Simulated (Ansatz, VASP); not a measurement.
**In in VASP and in Ansatz**

```
In
1.0
    -1.62547    1.62547    2.47370
     1.62547   -1.62547    2.47370
     1.62547    1.62547   -2.47370
In
1
Direct
  0.00000 0.00000 0.00000
```

Alike in both runs: task single point; functional pbe exchange, lda correlation; k mesh 11 × 11 × 11; occupations methfessel-paxton of order 1, width 0.05 eV; collinear spin; fixed moment 1 μB.

|  | VASP | Ansatz |
| --- | --- | --- |
| version | VASP 6.6.1 | Ansatz 0.2.0 |
| potentials or method | VASP PAW PBE potentials, release 64 (In_d), cutoff 500 eV | all-electron LAPW, non-relativistic |

Ansatz gave:

```
pressure (GPa)                                                : 12.9
traceless stress, the component that is largest in VASP (GPa) : -0.48
size of the moment on the site where the two differ most (μB) : 0.74
```

**Question.** What did VASP give for the same quantities?

**Answer.** Pressure (GPa): 13.8; traceless stress, the component that is largest in VASP (GPa): -0.26; size of the moment on the site where the two differ most (μB): 0.47.

VASP's potentials were made for PBE, not for pbe exchange, lda correlation. Site moments also hang on the region over which each program counts them. Ansatz ran all-electron here, and VASP with PAW potentials.
